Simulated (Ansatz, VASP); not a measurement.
## Sn3GeO4: VASP beside Ansatz

Contents of INCAR:

```
PREC = Accurate ; ENCUT = 520
EDIFF = 1E-6 ; ISMEAR = 0
SIGMA = 0.1 ; LREAL = False
LASPH = True ; NELM = 60
ALGO = Normal ; ISIF = 2
LWAVE = False ; LCHARG = False
GGA = PE ; NBANDS = 50
```

The input KPOINTS:

```
Automatic mesh
0
Gamma
  4 4 4
```

The input POSCAR:

```
Sn3GeO4
1.0
   -2.6911963000      2.6911963000      4.9794546000
    2.6911963000     -2.6911963000      4.9794546000
    2.6911963000      2.6911963000     -4.9794546000
Sn Ge O
3 1 4
Direct
    0.6285410000      0.6285410000      0.0000000000
    0.3662290000      0.8662290000      0.5000000000
    0.8662290000      0.3662290000      0.5000000000
    0.1496460000      0.1496460000      0.0000000000
    0.0021180000      0.0021180000      0.5095600000
    0.4925580000      0.4925580000      0.4904400000
    0.0021180000      0.4925580000      0.0000000000
    0.4925580000      0.0021180000      0.0000000000
```

Input for Ansatz:

```yaml
crystal:
  lattice:
    - [-2.6911963, 2.6911963, 4.9794546]
    - [2.6911963, -2.6911963, 4.9794546]
    - [2.6911963, 2.6911963, -4.9794546]
  atoms:
    - { symbol: Sn, position: [0.628541, 0.628541, 0.0] }
    - { symbol: Sn, position: [0.366229, 0.866229, 0.5] }
    - { symbol: Sn, position: [0.866229, 0.366229, 0.5] }
    - { symbol: Ge, position: [0.149646, 0.149646, 0.0] }
    - { symbol: O, position: [0.002118, 0.002118, 0.50956] }
    - { symbol: O, position: [0.492558, 0.492558, 0.49044] }
    - { symbol: O, position: [0.002118, 0.492558, 0.0] }
    - { symbol: O, position: [0.492558, 0.002118, 0.0] }
basis:
  ecutwfc: 420
kpoints:
  mp_grid: { grid: [4, 4, 4] }
hamiltonian:
  xc: pbe
scf:
  occupations: { method: gaussian, width: 0.1 }
  lower_state_search: "off"
output:
  forces: true
  stress: true
  eigenvalues: true
```

Alike in both runs: task single point; functional PBE; k mesh 4 × 4 × 4; occupations gaussian, width 0.1 eV; no spin polarisation.

```csv
,VASP,Ansatz
version,VASP 6.6.1,Ansatz 0.2.0
potentials or method,"VASP PAW PBE potentials, release 64 (Sn_d, Ge_d, O), cutoff 520 eV","scalar-relativistic, plane waves, PAW"
valence electrons in the cell,80,80
```

```csv
,VASP,Ansatz,Ansatz less VASP
gap on the k mesh at the Fermi level (eV),0.78,0.77,-0.012
least direct gap on the mesh (eV),2.08,2.07,-0.004
pressure (GPa),0.2,0.0,-0.20
rms of the force components (eV/Å),0.030,0.002,-0.0281
```

Atom by atom the forces differ by 0.031 eV/Å (rms over components).
